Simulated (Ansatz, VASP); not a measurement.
Two plane-wave programs on AlCu

Contents of INCAR:

```
SYSTEM = AlCu
PREC = Accurate ; ENCUT = 520
EDIFF = 1E-6 ; ISMEAR = 0
SIGMA = 0.15 ; LREAL = .FALSE.
LASPH = .TRUE. ; NELM = 80
ALGO = Fast ; ISIF = 2
LWAVE = .FALSE. ; LCHARG = .FALSE.
NBANDS = 14
```

The input KPOINTS:

```
Automatic mesh
0
G
  16 16 16
  0 0 0
```

Contents of POSCAR:

```
AlCu
1.0
    2.9975090000      0.0000000000      0.0000000000
    0.0000000000      2.9975090000      0.0000000000
    0.0000000000      0.0000000000      2.9975090000
Al Cu
1 1
Direct
    0.0000000000      0.0000000000      0.0000000000
    0.5000000000      0.5000000000      0.6251038779
```

Input for Ansatz:

```yaml
crystal:
  lattice:
    - [2.997509, 0.0, 0.0]
    - [0.0, 2.997509, 0.0]
    - [0.0, 0.0, 2.997509]
  atoms:
    - { symbol: Al, position: [0.0, 0.0, 0.0] }
    - { symbol: Cu, position: [0.5, 0.5, 0.6251038779] }
basis:
  ecutwfc: 420
kpoints:
  mp_grid: { grid: [16, 16, 16] }
hamiltonian:
  xc: lda
scf:
  occupations: { method: gaussian, width: 0.15 }
output:
  forces: true
  stress: true
  eigenvalues: true
```

Change from the starting cell: all Cu atoms moved +0.375 Å, as atom 2 along Cartesian [0 0 1].

Alike in both runs: task single point; functional LDA; k mesh 16 × 16 × 16; occupations gaussian, width 0.15 eV; no spin polarisation.

|  | VASP | Ansatz |
| --- | --- | --- |
| version | VASP 6.6.1 | Ansatz 0.2.0 |
| potentials or method | VASP PAW LDA potentials, release 64 (Al, Cu), cutoff 520 eV | scalar-relativistic, plane waves, PAW |
| valence electrons in the cell | 14 | 22 |

```tsv
	VASP	Ansatz	Ansatz less VASP
gap on the k mesh at the Fermi level (eV)	none	none	-
pressure (GPa)	-2.2	-2.6	-0.39
traceless stress, the component that is largest in VASP (GPa)	-2.80	-2.73	+0.070
rms of the force components (eV/Å)	0.714	0.704	-0.0097
```

LDA's correlation is that of Perdew and Zunger in VASP and of Perdew and Wang (1992) in Ansatz. Atom by atom the forces differ by 0.010 eV/Å (rms over components). A gap of «none» marks a metal or a gap that the smearing closes. VASP's potentials hold 14 valence electrons a cell and Ansatz's 22, so a difference there can come from the potentials and not from the codes.
